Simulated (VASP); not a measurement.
Wanted: the native input for a VASP 6.6.1 run.

```yaml
Task: single point
Functional: PBE
Potentials_or_basis: VASP PAW PBE potentials, release 64 (Na_pv, B)
Cutoff: 520 eV
k_mesh: 16 × 16 × 16
Occupations: gaussian, width 0.15 eV
Spin: no spin polarisation
Dipole_correction: no
Further_INCAR_settings: ALGO = Normal; EDIFF = 1e-06; NBANDS = 12
```

The structure of NaB lies in POSCAR:

```
NaB
1.0
    0.0000000000      2.6838690000      2.6033529300
    2.6838690000      0.0000000000      2.6033529300
    2.6838690000      2.6838690000      0.0000000000
Na B
1 1
Direct
    0.0000000000      0.0000000000      0.0000000000
    0.5000000000      0.5000000000      0.5000000000
```

This cell differs from its parent crystal: strain +0.000 along x and y, -0.030 along z.

One way to write it, as run:

INCAR

```
PREC = Accurate ; ENCUT = 520
EDIFF = 1E-6 ; ISMEAR = 0
SIGMA = 0.15 ; LREAL = False
LASPH = True ; NELM = 80
ALGO = Normal ; ISIF = 2
LWAVE = False ; LCHARG = False
GGA = PE ; NBANDS = 12
```

KPOINTS

```
regular mesh
0
Gamma
  16 16 16
```

Potentials or basis: VASP PAW PBE potentials, release 64 (Na_pv, B).

Launch:

```console
$ cat potpaw_PBE.64/Na_pv/POTCAR potpaw_PBE.64/B/POTCAR > POTCAR
$ mpirun -np 1 vasp_std > vasp.out
```

Results of the run:

* Pressure: 1.1 GPa
* Band gap on the k mesh: zero (band 5 reaches 3.31 eV, above the bottom of band 6 at 0.19 eV)

Caveat: the cell differs from its parent crystal (strain +0.000 along x and y, -0.030 along z).

It took 110 s on 1 thread of Intel(R) Xeon(R) Platinum 8375C CPU @ 2.90GHz (Ice Lake), on a shared host, peak memory 0.26 GiB.
